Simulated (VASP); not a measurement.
# Pb (I4/mmm) in VASP: single point with PBEsol

Aim: the single point of Pb with PBEsol.

Everything below comes from runs of VASP 6.6.1. Logs are shortened: lines on timing, memory, paths and dates and some standing lists are left out, and cuts for length are marked.

## Step 1: The cell of the first run

It takes space group I4/mmm (No. 139, tetragonal). The conventional cell has a = 3.541 Å, b = 3.541 Å, c = 4.807 Å, α = 90.00°, β = 90.00°, γ = 90.00°. Pb (site symmetry 4/mmm) has 12 Pb at 3.47 to 3.54 Å within 4.6 Å.

## Step 2: Single point, PBEsol

INCAR

```
SYSTEM = Pb
PREC = Accurate
ENCUT = 520
EDIFF = 1E-6
ISMEAR = 0
SIGMA = 0.15
LREAL = .False.
LASPH = .True.
NELM = 80
ALGO = Fast
ISIF = 2
LWAVE = .False.
LCHARG = .True.
GGA = PS
LELF = .True.
LVHAR = .True.
NBANDS = 13
```

KPOINTS

```
regular mesh
0
Gamma
  18 18 18
  0 0 0
```

POSCAR

```
Pb
1.0
    0.0000000000      2.5036370814      2.4034915982
    2.5036370814      0.0000000000      2.4034915982
    2.5036370814      2.5036370814      0.0000000000
Pb
1
Direct
    0.0000000000      0.0000000000      0.0000000000
```

Potentials or basis: VASP PAW PBE potentials, release 64 (Pb_d).

Launch:

```bash
cat potpaw_PBE.64/Pb_d/POTCAR > POTCAR
mpirun -np 1 vasp_std > vasp.out
```

OUTCAR:

```text
SYSTEM = Pb
   PREC = Accurate
   ENCUT = 520
   EDIFF = 1E-6
   ISMEAR = 0
   LREAL = .False.
   LASPH = .True.
   NELM = 80
   ISIF = 2
   GGA = PS

 ion  position               nearest neighbor table
   1  0.000  0.000  0.000-

  LATTYP: Found a body centered tetragonal cell.
 ALAT       =     3.5406775158
 C/A-ratio  =     1.3576450199

  Lattice vectors:

 A1 = (   0.0000000000,  -2.5036370814,  -2.4034915982)
 A2 = (   0.0000000000,   2.5036370814,  -2.4034915982)
 A3 = (   2.5036370814,   0.0000000000,   2.4034915982)

Analysis of symmetry for initial positions (statically):
=====================================================================
 Subroutine PRICEL returns:
 Original cell was already a primitive cell.

 Routine SETGRP: Setting up the symmetry group for a
 body centered tetragonal supercell.

 Subroutine GETGRP returns: Found 16 space group operations
 (whereof 16 operations were pure point group operations)
 out of a pool of 16 trial point group operations.

The static configuration has the point symmetry D_4h.

Analysis of symmetry for dynamics (positions and initial velocities):
=====================================================================
 Subroutine PRICEL returns:
 Original cell was already a primitive cell.

 Routine SETGRP: Setting up the symmetry group for a
 body centered tetragonal supercell.

 Subroutine GETGRP returns: Found 16 space group operations
 (whereof 16 operations were pure point group operations)
 out of a pool of 16 trial point group operations.

The dynamic configuration has the point symmetry D_4h.

 Subroutine INISYM returns: Found 16 space group operations
 (whereof 16 operations are pure point group operations),
 and found     1 'primitive' translations

----------------------------------------------------------------------------------------

                                     Primitive cell

  volume of cell :      30.1311

  direct lattice vectors                    reciprocal lattice vectors
     0.000000000  2.503637081  2.403491598    -0.199709456  0.199709456  0.208030684
     2.503637081  0.000000000  2.403491598     0.199709456 -0.199709456  0.208030684
     2.503637081  2.503637081  0.000000000     0.199709456  0.199709456 -0.208030684

  length of vectors
     3.470586478  3.470586478  3.540677516     0.350776993  0.350776993  0.350776993

  position of ions in fractional coordinates (direct lattice)
     0.000000000  0.000000000  0.000000000

  ion indices of the primitive-cell ions
   primitive index   ion index
                 1           1

----------------------------------------------------------------------------------------

 KPOINTS: regular mesh

Automatic generation of k-mesh.
 Grid dimensions read from file:
 generate k-points for:   18   18   18

 Generating k-lattice:

  Cartesian coordinates                     Fractional coordinates (reciprocal lattice)
    -0.011094970  0.011094970  0.011557260     0.055555556  0.000000000  0.000000000
     0.011094970 -0.011094970  0.011557260     0.000000000  0.055555556  0.000000000
     0.011094970  0.011094970 -0.011557260    -0.000000000 -0.000000000  0.055555556

  Length of vectors
     0.019487611  0.019487611  0.019487611

  Shift w.r.t. Gamma in fractional coordinates (k-lattice)
     0.000000000  0.000000000  0.000000000

 Subroutine IBZKPT returns following result:
 ===========================================

 Found    480 irreducible k-points:

 Following reciprocal coordinates:
            Coordinates               Weight
  0.000000  0.000000  0.000000      1.000000
  0.055556  0.000000  0.000000      8.000000
  0.111111  0.000000  0.000000      8.000000
  0.166667  0.000000  0.000000      8.000000
  0.222222  0.000000  0.000000      8.000000
  0.277778  0.000000  0.000000      8.000000
[... 16 lines left out ...]
 -0.277778  0.055556  0.000000      8.000000
 -0.222222  0.055556  0.000000      8.000000
 [... further k-points ...]
   k-points           NKPTS =    480   k-points in BZ     NKDIM =    480   number of bands    NBANDS=     13
   number of dos      NEDOS =    301   number of ions     NIONS =      1
   total plane-waves  NPLWV =  21952
   dimension x,y,z NGX =    28 NGY =   28 NGZ =   28
   dimension x,y,z NGXF=    56 NGYF=   56 NGZF=   56
   ions per type =               1
   NGX,Y,Z   is equivalent  to a cutoff of  13.41, 13.41, 13.15 a.u.
   NGXF,Y,Z  is equivalent  to a cutoff of  26.82, 26.82, 26.29 a.u.
 SYSTEM =  Pb
   PREC   = accura    normal or accurate (medium, high low for compatibility)
   ISTART =      0    job   : 0-new  1-cont  2-samecut
   ICHARG =      2    charge: 1-file 2-atom 10-const
   ISPIN  =      1    spin polarized calculation?
   LNONCOLLINEAR =      F non collinear calculations
   LSORBIT =      F    spin-orbit coupling
   LASPH  =      T    aspherical Exc in radial PAW
   ENCUT  =  520.0 eV  38.22 Ry    6.18 a.u.   6.45  6.45  6.58*2*pi/ulx,y,z
   NELM   =     80;   NELMIN=  2; NELMDL= -5     # of ELM steps
   EDIFF  = 0.1E-05   stopping-criterion for ELM
   LREAL  =      F    real-space projection
[... 7 lines left out ...]
   TEBEG  =    0.0;   TEEND  =   0.0 temperature during run
   PSTRESS=    0.0 pullay stress
   NELECT =      14.0000    total number of electrons
   NUPDOWN=      -1.0000    fix difference up-down
   EMIN   =  10.00;   EMAX   =-10.00  energy-range for DOS
   EFERMI =   0.00;   METHOD = LEGACY
   ISMEAR =     0;   SIGMA  =   0.15  broadening in eV -4-tet -1-fermi 0-gaus
   EFERMI_NEDOS =   21; number of points for ismear=-14 and -15
   IALGO  =     68    algorithm
   IMIX   =      4    mixing-type and parameters
     AMIX     =   0.40;   BMIX     =  1.00
     AMIX_MAG =   1.60;   BMIX_MAG =  1.00
  volume/ion in A,a.u.               =      30.13       203.33
  Fermi-wavevector in a.u.,A,eV,Ry     =   1.267980  2.396135 21.875082  1.607773
  Thomas-Fermi vector in A             =   2.401099
   LORBIT       =      0    0 simple, 1 ext, 2 COOP (PROOUT), +10 PAW based schemes
   GGA     = PS    functional components
   LHFCALC =     F    Hartree Fock is set to
   AEXX    =    0.0000 exact exchange contribution
   IVDW    =     0    specifies the selected vdW correction
   LEPSILON=     F    determine dielectric tensor
   LRPA    =     F    only Hartree local field effects (RPA)
 non-spin polarized calculation
 RMM-DIIS sequential band-by-band and
 Gauss-broadening in eV      SIGMA  =   0.15
  energy-cutoff  :      520.00
  volume of cell :       30.13
 maximum number of plane-waves:       834
 NGX is ok and might be reduce to    28
   NGX = 13   NGY = 13   NGZ = 13

 number of electron      13.9999997 magnetization

 Free energy of the ion-electron system (eV)
  ---------------------------------------------------
  ext. energy  EPLUGINS =         0.00000000
  ---------------------------------------------------
  free energy    TOTEN  =        -3.99939665 eV

  energy without entropy =       -3.99233977  energy(sigma->0) =       -3.99586821

 E-fermi :   7.1992     XC(G=0): -10.3714

 val. band max:        7.1972343525   @ k =  -0.1667   0.4444   0.3889
 cond. band min:       7.2122122576   @ k =   0.3333   0.0556   0.1111
 fundamental gap:      0.0149779051
 Fermi energy:         7.1991544870

 k-point     1 :       0.0000    0.0000    0.0000
  band No.  band energies     occupation
      1      -9.8377      2.00000
      2      -9.8377      2.00000
      3      -9.7873      2.00000
      4      -9.6996      2.00000
      5      -9.6555      2.00000
      6      -4.6403      2.00000
      7      14.5799      0.00000
      8      14.6653      0.00000
      9      14.6653      0.00000
     10      16.9574      0.00000
     11      18.5769      0.00000
     12      19.6923      0.00000
     13      19.7437      0.00000

 k-point     2 :       0.0556    0.0000    0.0000
  band No.  band energies     occupation
      1      -9.8357      2.00000
      2      -9.8328      2.00000
      3      -9.7849      2.00000
      4      -9.6994      2.00000
      5      -9.6565      2.00000
      6      -4.5804      2.00000
      7      13.8474      0.00000
      8      14.5495      0.00000
      9      14.5713      0.00000
     10      16.7968      0.00000
     11      18.9457      0.00000
     12      19.8378      0.00000
     13      19.8577      0.00000

 k-point     3 :       0.1111    0.0000    0.0000
  band No.  band energies     occupation
      1      -9.8315      2.00000
      2      -9.8204      2.00000
      3      -9.7779      2.00000
      4      -9.6968      2.00000
      5      -9.6582      2.00000
      6      -4.4006      2.00000
      7      12.2502      0.00000
      8      14.3194      0.00000
      9      14.3783      0.00000
     10      16.5710      0.00000
     11      19.5350      0.00000
     12      20.1972      0.00000
     13      20.2034      0.00000

 k-point     4 :       0.1667    0.0000    0.0000
  band No.  band energies     occupation
      1      -9.8291      2.00000
      2      -9.8079      2.00000
      3      -9.7686      2.00000
      4      -9.6862      2.00000
      5      -9.6566      2.00000
      6      -4.1007      2.00000
      7      10.4926      0.00000
      8      13.9736      0.00000
      9      14.1405      0.00000
     10      16.3784      0.00000
     11      19.5122      0.00000
     12      19.9263      0.00000
     13      20.3460      0.00000

 k-point     5 :       0.2222    0.0000    0.0000
  band No.  band energies     occupation
      1      -9.8301      2.00000
      2      -9.8033      2.00000
      3      -9.7633      2.00000
      4      -9.6621      2.00000
      5      -9.6454      2.00000
      6      -3.6825      2.00000
      7       8.7620      0.00000
      8      13.5945      0.00000
      9      13.8758      0.00000
     10      16.2398      0.00000
     11      18.8074      0.00000
     12      19.3874      0.00000
     13      20.5514      0.00000

 k-point     6 :       0.2778    0.0000    0.0000
  band No.  band energies     occupation
      1      -9.8344      2.00000
      2      -9.8071      2.00000
      3      -9.7659      2.00000
      4      -9.6273      2.00000
      5      -9.6234      2.00000
      6      -3.1527      2.00000
      7       7.1246      1.51780
      8      13.2279      0.00000
      9      13.6175      0.00000
     10      16.1634      0.00000
     11      18.1687      0.00000
     12      18.9214      0.00000
     13      19.9752      0.00000

 k-point     7 :       0.3333    0.0000    0.0000
  band No.  band energies     occupation
      1      -9.8405      2.00000
      2      -9.8149      2.00000
      3      -9.7735      2.00000
      4      -9.5965      2.00000
      5      -9.5898      2.00000
      6      -2.5286      2.00000
      7       5.6237      2.00000
      8      12.9080      0.00000
      9      13.3906      0.00000
     10      16.1517      0.00000
     11      17.6227      0.00000
     12      18.5554      0.00000
     13      19.4984      0.00000
[... 193 lines left out ...]
 k-point    20 :      -0.4444    0.0556    0.0000
  band No.  band energies     occupation
      1      -9.8465      2.00000
      2      -9.8218      2.00000
      3      -9.7901      2.00000
      4      -9.5554      2.00000
      5      -9.5369      2.00000
      6      -1.0688      2.00000
      7       3.1904      2.00000
      8      12.4220      0.00000
      9      12.4464      0.00000
     10      16.0502      0.00000
     11      16.9233      0.00000
     12      18.2509      0.00000
     13      19.8409      0.00000

 k-point    21 :      -0.3889    0.0556    0.0000
  band No.  band energies     occupation
      1      -9.8430      2.00000
      2      -9.8178      2.00000
      3      -9.7847      2.00000
      4      -9.5628      2.00000
      5      -9.5605      2.00000
      6      -1.6112      2.00000
      7       4.0382      2.00000
      8      12.4077      0.00000
      9      12.6898      0.00000
     10      16.1593      0.00000
     11      16.9029      0.00000
     12      18.2482      0.00000
     13      20.2246      0.00000

 k-point    22 :      -0.3333    0.0556    0.0000
  band No.  band energies     occupation
      1      -9.8386      2.00000
      2      -9.8107      2.00000
      3      -9.7762      2.00000
      4      -9.5950      2.00000
      5      -9.5794      2.00000
      6      -2.2806      2.00000
      7       5.2635      2.00000
      8      12.4474      0.00000
      9      13.0491      0.00000
     10      16.2943      0.00000
     11      17.0492      0.00000
     12      18.3468      0.00000
     13      20.7058      0.00000

 k-point    23 :      -0.2778    0.0556    0.0000
  band No.  band energies     occupation
      1      -9.8349      2.00000
      2      -9.8024      2.00000
      3      -9.7665      2.00000
      4      -9.6346      2.00000
      5      -9.6015      2.00000
      6      -2.9240      2.00000
      7       6.7067      2.00000
      8      12.5646      0.00000
      9      13.4725      0.00000
     10      16.4158      0.00000
     11      17.3958      0.00000
     12      18.5526      0.00000
     13      21.2746      0.00000

 k-point    24 :      -0.2222    0.0556    0.0000
  band No.  band energies     occupation
      1      -9.8334      2.00000
      2      -9.7970      2.00000
      3      -9.7590      2.00000
      4      -9.6718      2.00000
      5      -9.6237      2.00000
      6      -3.4830      2.00000
      7       8.2974      0.00000
      8      12.7558      0.00000
      9      13.9176      0.00000
     10      16.5331      0.00000
     11      17.9192      0.00000
     12      18.8727      0.00000
     13      21.1105      0.00000

 [... further k-points ...]

------------------------ aborting loop because EDIFF is reached ----------------------------------------

  FORCE on cell =-STRESS in cart. coord.  units (eV):
  Direction    XX          YY          ZZ          XY          YZ          ZX
  --------------------------------------------------------------------------------------
  -------------------------------------------------------------------------------------
  Total       -0.0515354     -0.0515354     -0.0056759      0.0000000      0.0000000      0.0000000
  in kB       -2.7403199     -2.7403199     -0.3018078      0.0000000      0.0000000      0.0000000
  external PRESSURE =      -1.9274825 kB  Pullay stress =       0.0000000 kB

 VOLUME and BASIS-vectors are now :
 -----------------------------------------------------------------------------
  energy-cutoff  :      520.00
  volume of cell :       30.13
      direct lattice vectors                 reciprocal lattice vectors
     0.000000000  2.503637081  2.403491598    -0.199709456  0.199709456  0.208030684
     2.503637081  0.000000000  2.403491598     0.199709456 -0.199709456  0.208030684
     2.503637081  2.503637081  0.000000000     0.199709456  0.199709456 -0.208030684

 POSITION                                       TOTAL-FORCE (eV/Angst)
 -----------------------------------------------------------------------------------
      0.00000      0.00000      0.00000         0.000000      0.000000      0.000000
 -----------------------------------------------------------------------------------
    total drift:                               -0.000000     -0.000000     -0.000000

  FREE ENERGIE OF THE ION-ELECTRON SYSTEM (eV)
  ---------------------------------------------------
  free  energy   TOTEN  =        -3.9993966490 eV

  energy  without entropy=       -3.9923397685  energy(sigma->0) =       -3.99586821
```

Wall time 83 s (1 thread of Intel Xeon 6975P-C (Granite Rapids), shared host); peak memory 0.29 GiB.

What came out:

```
Free energy            : -3.9994 eV
Pressure               : -0.2 GPa
Band gap on the k mesh : zero (band 7 reaches 14.58 eV, above the bottom of band 8 at 5.51 eV)
```

Caveat: the PAW data sets were made with another functional, which shifts forces and pressure a little; spin-orbit coupling is left out, which moves the levels of the heavy elements.
